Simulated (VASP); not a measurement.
Write the native input for VASP 6.6.1 that does the following.

* Task: single point
* Functional: PBE
* Potentials or basis: VASP PAW PBE potentials, release 64 (Fe, O)
* Cutoff: 520 eV
* k mesh: 14 × 14 × 14
* Occupations: gaussian, width 0.05 eV
* Spin: collinear spin, ferromagnetic start
* Starting moments: [3.77, 0.0] μB
* Dipole correction: no
* Further INCAR settings: ALGO = Normal; EDIFF = 1e-07; NBANDS = 18

The structure of FeO lies in POSCAR:

```
FeO
1.0
    0.0000000000      2.1140172072      2.1140172072
    2.1140172072      0.0000000000      2.1140172072
    2.1140172072      2.1140172072      0.0000000000
Fe O
1 1
Direct
    0.0000000000      0.0000000000      0.0000000000
    0.5000000000      0.5000000000      0.5000000000
```

This cell differs from its parent crystal: volume scaled by 0.945.

The input as run:

INCAR

```
SYSTEM = FeO
PREC = Accurate
ENCUT = 520
EDIFF = 1E-7
ISMEAR = 0
SIGMA = 0.05
LREAL = .False.
LASPH = .True.
NELM = 150
ALGO = Normal
ISIF = 2
LWAVE = .False.
LCHARG = .False.
ISPIN = 2
MAGMOM = 3.77 0
LORBIT = 11
LMAXMIX = 4
GGA = PE
NBANDS = 18
```

KPOINTS

```
regular mesh
0
Gamma
  14 14 14
  0 0 0
```

Potentials or basis: VASP PAW PBE potentials, release 64 (Fe, O).

The run is started by

```console
$ cat potpaw_PBE.64/Fe/POTCAR potpaw_PBE.64/O/POTCAR > POTCAR
$ mpirun -np 1 vasp_std > vasp.out
```

Results of the run:

```
Pressure                                              : 12.2 GPa
Band gap on the k mesh                                : zero (filled and empty bands overlap)
Net moment                                            : 4.00 μB per cell
Site moments                                          : Fe +3.61; O +0.31 μB
Valence electrons inside the program's atomic spheres : Fe 6.83; O 5.03
```

Caveat: a cell with one magnetic atom can't hold antiferromagnetic order, which such compounds often take; semilocal functionals often make such compounds metallic where correlation or magnetic order opens a gap, which also shifts bond lengths.

Wall time 40 s on 1 thread of Intel(R) Xeon(R) 6975P-C (Granite Rapids) (shared host), peak memory 0.18 GiB.
